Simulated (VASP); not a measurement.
# InSb3 (Pm-3m) in VASP: notebook

The runs below take InSb3 through single point, with r2SCAN.

All numbers are computed with VASP 6.6.1; they aren't measurements. Logs are shortened: lines on timing, memory, paths and dates and some standing lists are left out, and cuts for length are marked.

## (1) The cell of the first run

It takes space group Pm-3m (No. 221, cubic). Conventional cell: a = 4.667 Å, b = 4.667 Å, c = 4.667 Å, α = 90.00°, β = 90.00°, γ = 90.00°. Within 4.3 Å of Sb (site symmetry 4/mmm) lie 8 Sb at 3.30 Å and 4 In at 3.30 Å. Within 4.3 Å of In (site symmetry m-3m) lie 12 Sb at 3.30 Å.

## (2) Single point, r2SCAN

POSCAR

```
InSb3
1.0
    4.6669045935      0.0000000000      0.0000000000
    0.0000000000      4.6669045935      0.0000000000
    0.0000000000      0.0000000000      4.6669045935
Sb In
3 1
Direct
    0.5000000000      0.5000000000      0.0000000000
    0.0000000000      0.5000000000      0.5000000000
    0.5000000000      0.0000000000      0.5000000000
    0.0000000000      0.0000000000      0.0000000000
```

INCAR.step1

```
SYSTEM = InSb3
  PREC = Accurate
  ENCUT = 520
  ISMEAR = -1
  SIGMA = 0.05
  LREAL = .FALSE.
  LASPH = .TRUE.
  NELM = 60
  NBANDS = 22
  GGA = PE
  ALGO = Normal
  EDIFF = 1E-4
  LWAVE = .TRUE.
  LCHARG = .FALSE.
```

INCAR.step2

```
SYSTEM = InSb3
  PREC = Accurate
  ENCUT = 520
  EDIFF = 1E-6
  ISMEAR = -1
  SIGMA = 0.05
  LREAL = .FALSE.
  LASPH = .TRUE.
  NELM = 60
  ALGO = Normal
  ISIF = 2
  LWAVE = .FALSE.
  LCHARG = .FALSE.
  METAGGA = R2SCAN
  LMIXTAU = .TRUE.
  NBANDS = 22
  ISTART = 1
```

KPOINTS

```
regular mesh
0
G
  6 6 6
  0 0 0
```

Potentials or basis: VASP PAW PBE potentials, release 64 (Sb, In_d).

Command:

```
cat potpaw_PBE.64/Sb/POTCAR potpaw_PBE.64/In_d/POTCAR > POTCAR
cp INCAR.step1 INCAR
mpirun -np 1 vasp_std > vasp.out
cp INCAR.step2 INCAR
mpirun -np 1 vasp_std > vasp.out
```

OUTCAR:

```text
SYSTEM = InSb3
   PREC = Accurate
   ENCUT = 520
   EDIFF = 1E-6
   ISMEAR = -1
   LREAL = .FALSE.
   LASPH = .TRUE.
   NELM = 60
   ISIF = 2
   METAGGA = R2SCAN
   ISTART = 1

 ion  position               nearest neighbor table
   1  0.500  0.500  0.000-   2 3.30   3 3.30   4 3.30   2 3.30   3 3.30   3 3.30   4 3.30   3 3.30
                             2 3.30   4 3.30   2 3.30   4 3.30
   2  0.000  0.500  0.500-   1 3.30   3 3.30   4 3.30   1 3.30   4 3.30   3 3.30   4 3.30   4 3.30
                             1 3.30   3 3.30   1 3.30   3 3.30
   3  0.500  0.000  0.500-   1 3.30   2 3.30   4 3.30   1 3.30   4 3.30   1 3.30   2 3.30   1 3.30
                             2 3.30   4 3.30   4 3.30   2 3.30
   4  0.000  0.000  0.000-   1 3.30   2 3.30   3 3.30   2 3.30   3 3.30   1 3.30   2 3.30   2 3.30
                             1 3.30   3 3.30   3 3.30   1 3.30

  LATTYP: Found a simple cubic cell.
 ALAT       =     4.6669045935

  Lattice vectors:

 A1 = (   4.6669045935,   0.0000000000,   0.0000000000)
 A2 = (   0.0000000000,   4.6669045935,   0.0000000000)
 A3 = (   0.0000000000,   0.0000000000,   4.6669045935)

Analysis of symmetry for initial positions (statically):
=====================================================================
 Subroutine PRICEL returns:
 Original cell was already a primitive cell.

 Routine SETGRP: Setting up the symmetry group for a
 simple cubic supercell.

 Subroutine GETGRP returns: Found 48 space group operations
 (whereof 48 operations were pure point group operations)
 out of a pool of 48 trial point group operations.

The static configuration has the point symmetry O_h .

Analysis of symmetry for dynamics (positions and initial velocities):
=====================================================================
 Subroutine PRICEL returns:
 Original cell was already a primitive cell.

 Routine SETGRP: Setting up the symmetry group for a
 simple cubic supercell.

 Subroutine GETGRP returns: Found 48 space group operations
 (whereof 48 operations were pure point group operations)
 out of a pool of 48 trial point group operations.

The dynamic configuration has the point symmetry O_h .

 Subroutine INISYM returns: Found 48 space group operations
 (whereof 48 operations are pure point group operations),
 and found     1 'primitive' translations

----------------------------------------------------------------------------------------

                                     Primitive cell

  volume of cell :     101.6452

  direct lattice vectors                    reciprocal lattice vectors
     4.666904593  0.000000000  0.000000000     0.214274790  0.000000000  0.000000000
     0.000000000  4.666904593  0.000000000     0.000000000  0.214274790  0.000000000
     0.000000000  0.000000000  4.666904593     0.000000000  0.000000000  0.214274790

  length of vectors
     4.666904593  4.666904593  4.666904593     0.214274790  0.214274790  0.214274790

  position of ions in fractional coordinates (direct lattice)
     0.500000000  0.500000000  0.000000000
     0.000000000  0.500000000  0.500000000
     0.500000000  0.000000000  0.500000000
     0.000000000  0.000000000  0.000000000

  ion indices of the primitive-cell ions
   primitive index   ion index
                 1           1
                 2           2
                 3           3
                 4           4

----------------------------------------------------------------------------------------

 KPOINTS: regular mesh

Automatic generation of k-mesh.
 Grid dimensions read from file:
 generate k-points for:    6    6    6

 Generating k-lattice:

  Cartesian coordinates                     Fractional coordinates (reciprocal lattice)
     0.035712465  0.000000000  0.000000000     0.166666667  0.000000000  0.000000000
     0.000000000  0.035712465  0.000000000     0.000000000  0.166666667  0.000000000
     0.000000000  0.000000000  0.035712465     0.000000000  0.000000000  0.166666667

  Length of vectors
     0.035712465  0.035712465  0.035712465

  Shift w.r.t. Gamma in fractional coordinates (k-lattice)
     0.000000000  0.000000000  0.000000000

 Subroutine IBZKPT returns following result:
 ===========================================

 Found     20 irreducible k-points:

 Following reciprocal coordinates:
            Coordinates               Weight
  0.000000  0.000000  0.000000      1.000000
  0.166667  0.000000  0.000000      6.000000
  0.333333  0.000000  0.000000      6.000000
  0.500000  0.000000  0.000000      3.000000
  0.166667  0.166667  0.000000     12.000000
  0.333333  0.166667  0.000000     24.000000
[... 12 lines left out ...]
  0.500000  0.500000  0.333333      6.000000
  0.500000  0.500000  0.500000      1.000000
   k-points           NKPTS =     20   k-points in BZ     NKDIM =     20   number of bands    NBANDS=     22
   number of dos      NEDOS =    301   number of ions     NIONS =      4
   total plane-waves  NPLWV =  46656
   dimension x,y,z NGX =    36 NGY =   36 NGZ =   36
   dimension x,y,z NGXF=    72 NGYF=   72 NGZF=   72
   ions per type =               3   1
   NGX,Y,Z   is equivalent  to a cutoff of  12.82, 12.82, 12.82 a.u.
   NGXF,Y,Z  is equivalent  to a cutoff of  25.65, 25.65, 25.65 a.u.
 SYSTEM =  InSb3
   PREC   = accura    normal or accurate (medium, high low for compatibility)
   ISTART =      1    job   : 0-new  1-cont  2-samecut
   ICHARG =      0    charge: 1-file 2-atom 10-const
   ISPIN  =      1    spin polarized calculation?
   LNONCOLLINEAR =      F non collinear calculations
   LSORBIT =      F    spin-orbit coupling
   LASPH  =      T    aspherical Exc in radial PAW
   ENCUT  =  520.0 eV  38.22 Ry    6.18 a.u.   8.68  8.68  8.68*2*pi/ulx,y,z
   NELM   =     60;   NELMIN=  2; NELMDL=  0     # of ELM steps
   EDIFF  = 0.1E-05   stopping-criterion for ELM
   LREAL  =      F    real-space projection
   EDIFFG = 0.1E-04   stopping-criterion for IOM
   NSW    =      0    number of steps for IOM
   IBRION =     -1    ionic relax: 0-MD 1-quasi-New 2-CG
   NFREE  =      0    steps in history (QN), initial steepest desc. (CG)
   ISIF   =      2    stress and relaxation
   ISYM   =      2    0-nonsym 1-usesym 2-fastsym
   POTIM  = 0.5000    time-step for ionic-motion
   TEBEG  =    0.0;   TEEND  =   0.0 temperature during run
   PSTRESS=    0.0 pullay stress
   NELECT =      28.0000    total number of electrons
   NUPDOWN=      -1.0000    fix difference up-down
   EMIN   =  10.00;   EMAX   =-10.00  energy-range for DOS
   EFERMI =   0.00;   METHOD = LEGACY
   ISMEAR =    -1;   SIGMA  =   0.05  broadening in eV -4-tet -1-fermi 0-gaus
   EFERMI_NEDOS =   21; number of points for ismear=-14 and -15
   IALGO  =     38    algorithm
   IMIX   =      4    mixing-type and parameters
     AMIX     =   0.40;   BMIX     =  1.00
     AMIX_MAG =   1.60;   BMIX_MAG =  1.00
  volume/ion in A,a.u.               =      25.41       171.48
  Fermi-wavevector in a.u.,A,eV,Ry     =   1.065202  2.012940 15.437919  1.134655
  Thomas-Fermi vector in A             =   2.200746
   LORBIT       =      0    0 simple, 1 ext, 2 COOP (PROOUT), +10 PAW based schemes
   METAGGA = R2SCAN    functional components
   LHFCALC =     F    Hartree Fock is set to
   AEXX    =    0.0000 exact exchange contribution
   IVDW    =     0    specifies the selected vdW correction
   LEPSILON=     F    determine dielectric tensor
   LRPA    =     F    only Hartree local field effects (RPA)
 non-spin polarized calculation
  energy-cutoff  :      520.00
  volume of cell :      101.65
 maximum number of plane-waves:      2800
 NGX is ok and might be reduce to    36
   NGX = 17   NGY = 17   NGZ = 17

 number of electron      27.9999989 magnetization

 Free energy of the ion-electron system (eV)
  ---------------------------------------------------
  ext. energy  EPLUGINS =         0.00000000
  ---------------------------------------------------
  free energy    TOTEN  =       -98.43176339 eV

  energy without entropy =      -98.41396339  energy(sigma->0) =      -98.42286339

 E-fermi :   8.8749     XC(G=0): -11.1080

 val. band max:        8.8377676475   @ k =   0.5000   0.1667   0.0000
 cond. band min:       8.9505830623   @ k =   0.1667   0.1667   0.1667
 fundamental gap:      0.1128154148
 Fermi energy:         8.8748904959

 k-point     1 :       0.0000    0.0000    0.0000
  band No.  band energies     occupation
      1      -6.3321      2.00000
      2      -6.3321      2.00000
      3      -6.3070      2.00000
      4      -6.3070      2.00000
      5      -6.3070      2.00000
      6      -4.5470      2.00000
[... 14 lines left out ...]
     21      14.3446      0.00000
     22      14.3446      0.00000

 k-point     2 :       0.1667    0.0000    0.0000
  band No.  band energies     occupation
      1      -6.3299      2.00000
      2      -6.3266      2.00000
      3      -6.3117      2.00000
      4      -6.3117      2.00000
      5      -6.3068      2.00000
      6      -4.3513      2.00000
[... 14 lines left out ...]
     21      15.3816      0.00000
     22      15.4991      0.00000

 k-point     3 :       0.3333    0.0000    0.0000
  band No.  band energies     occupation
      1      -6.3256      2.00000
      2      -6.3211      2.00000
      3      -6.3211      2.00000
      4      -6.3160      2.00000
      5      -6.3066      2.00000
      6      -3.7821      2.00000
[... 14 lines left out ...]
     21      14.2295      0.00000
     22      14.8964      0.00000
[... 376 lines left out ...]
 k-point    19 :       0.5000    0.5000    0.3333
  band No.  band energies     occupation
      1      -6.3632      2.00000
      2      -6.3518      2.00000
      3      -6.3518      2.00000
      4      -6.2908      2.00000
      5      -6.2846      2.00000
      6      -0.8748      2.00000
[... 14 lines left out ...]
     21      15.6362      0.00000
     22      17.8061      0.00000

 k-point    20 :       0.5000    0.5000    0.5000
  band No.  band energies     occupation
      1      -6.3610      2.00000
      2      -6.3610      2.00000
      3      -6.3610      2.00000
      4      -6.2838      2.00000
      5      -6.2838      2.00000
      6      -0.6061      2.00000
[... 14 lines left out ...]
     21      16.2279      0.00000
     22      18.3276      0.00000

------------------------ aborting loop because EDIFF is reached ----------------------------------------

  FORCE on cell =-STRESS in cart. coord.  units (eV):
  Direction    XX          YY          ZZ          XY          YZ          ZX
  --------------------------------------------------------------------------------------
  -------------------------------------------------------------------------------------
  Total        3.1641501      3.1641501      3.1641501     -0.0000000     -0.0000000      0.0000000
  in kB       49.8747691     49.8747691     49.8747691     -0.0000000     -0.0000000      0.0000000
  external PRESSURE =      49.8747691 kB  Pullay stress =       0.0000000 kB

 VOLUME and BASIS-vectors are now :
 -----------------------------------------------------------------------------
  energy-cutoff  :      520.00
  volume of cell :      101.65
      direct lattice vectors                 reciprocal lattice vectors
     4.666904593  0.000000000  0.000000000     0.214274790  0.000000000  0.000000000
     0.000000000  4.666904593  0.000000000     0.000000000  0.214274790  0.000000000
     0.000000000  0.000000000  4.666904593     0.000000000  0.000000000  0.214274790

 POSITION                                       TOTAL-FORCE (eV/Angst)
 -----------------------------------------------------------------------------------
      2.33345      2.33345      0.00000         0.000000      0.000000      0.000000
      0.00000      2.33345      2.33345         0.000000      0.000000      0.000000
      2.33345      0.00000      2.33345         0.000000      0.000000      0.000000
      0.00000      0.00000      0.00000         0.000000      0.000000      0.000000
 -----------------------------------------------------------------------------------
    total drift:                               -0.000000     -0.000000     -0.000000

  FREE ENERGIE OF THE ION-ELECTRON SYSTEM (eV)
  ---------------------------------------------------
  free  energy   TOTEN  =       -98.4317633928 eV

  energy  without entropy=      -98.4139633902  energy(sigma->0) =      -98.42286339
```

Wall time 6.9 min (1 thread of AMD EPYC, shared host); peak memory 0.2 GiB.

What came out:

| Quantity | Value |
| --- | --- |
| Free energy | -98.4318 eV |
| Pressure | 5.0 GPa |
| Band gap on the k mesh | zero (bands 14 and 15 overlap by 5.54 eV) |

Levels at points of the mesh, in eV from the Fermi level:
```tsv
k point	band 10	band 11	band 12	band 13	band 14	band 15	band 16	band 17	band 18	band 19
(0.00, 0.00, 0.00)	-5.01	-5.01	-3.52	0.49	0.49	0.49	2.00	2.00	2.00	5.43
(0.50, 0.00, 0.00)	-3.40	-3.40	-2.50	-2.50	-1.28	-0.92	2.55	2.55	2.69	3.19
(0.50, 0.50, 0.00)	-2.51	-1.62	-1.62	-1.61	-1.34	-1.34	-0.22	1.04	3.88	4.15
(0.50, 0.50, 0.50)	-5.76	-5.76	-5.76	-5.08	4.20	4.20	4.27	4.27	4.27	7.35
```

Caveat: the cell stands under pressure; the PAW data sets were made with another functional, which shifts forces and pressure a little; spin-orbit coupling is left out, which moves the levels of the heavy elements.

## (3) Single point, r2SCAN

This run uses another cell than the first one, of 26.54 Å³/atom.

POSCAR

```
InSb3
1.0
    4.7348038328      0.0000000000      0.0000000000
    0.0000000000      4.7348038328      0.0000000000
    0.0000000000      0.0000000000      4.7348038328
Sb In
3 1
Direct
    0.5000000000      0.5000000000      0.0000000000
    0.0000000000      0.5000000000      0.5000000000
    0.5000000000      0.0000000000      0.5000000000
    0.0000000000      0.0000000000      0.0000000000
```

INCAR.step1

```
ALGO = Normal ; EDIFF = 1E-4
ENCUT = 520 ; GGA = PE
ISMEAR = -1 ; LASPH = T
LCHARG = F ; LREAL = F
LWAVE = T ; NBANDS = 22
NELM = 80 ; PREC = Accurate
SIGMA = 0.05
```

INCAR.step2

```
ALGO = Normal ; EDIFF = 1E-6
ENCUT = 520 ; ISIF = 2
ISMEAR = -1 ; ISTART = 1
LASPH = T ; LCHARG = T
LELF = T ; LMIXTAU = T
LREAL = F ; LVHAR = T
LWAVE = F ; METAGGA = R2SCAN
NBANDS = 22 ; NELM = 80
PREC = Accurate ; SIGMA = 0.05
```

KPOINTS

```
k-points
0
Gamma
  6 6 6
```

Potentials or basis: VASP PAW PBE potentials, release 64 (Sb, In_d).

Command:

```
cat potpaw_PBE.64/Sb/POTCAR potpaw_PBE.64/In_d/POTCAR > POTCAR
cp INCAR.step1 INCAR
mpirun -np 1 vasp_std > vasp.out
cp INCAR.step2 INCAR
mpirun -np 1 vasp_std > vasp.out
```

Wall time 6.9 min (1 thread of AMD EPYC, shared host); peak memory 0.21 GiB.

Results (log left out):

| Property | Result |
| --- | --- |
| Free energy | -98.5284 eV |
| Pressure | 2.0 GPa |
| Band gap on the k mesh | zero (bands 14 and 15 overlap by 5.24 eV) |

Levels at points of the mesh, in eV from the Fermi level:
| k point | band 12 | band 13 | band 14 | band 15 | band 16 | band 17 |
| --- | --- | --- | --- | --- | --- | --- |
| (0.00, 0.00, 0.00) | -3.53 | 0.45 | 0.45 | 0.45 | 1.94 | 1.94 |
| (0.50, 0.00, 0.00) | -2.37 | -2.37 | -1.21 | -0.84 | 2.42 | 2.42 |
| (0.50, 0.50, 0.00) | -1.62 | -1.53 | -1.28 | -1.28 | -0.32 | 1.10 |
| (0.50, 0.50, 0.50) | -5.50 | -4.98 | 3.96 | 3.96 | 4.01 | 4.01 |

Caveat: the PAW data sets were made with another functional, which shifts forces and pressure a little; spin-orbit coupling is left out, which moves the levels of the heavy elements.

(Continued in part 2 of 2.)

The gap in the log of VASP goes by the Fermi energy; the results here count the filled bands.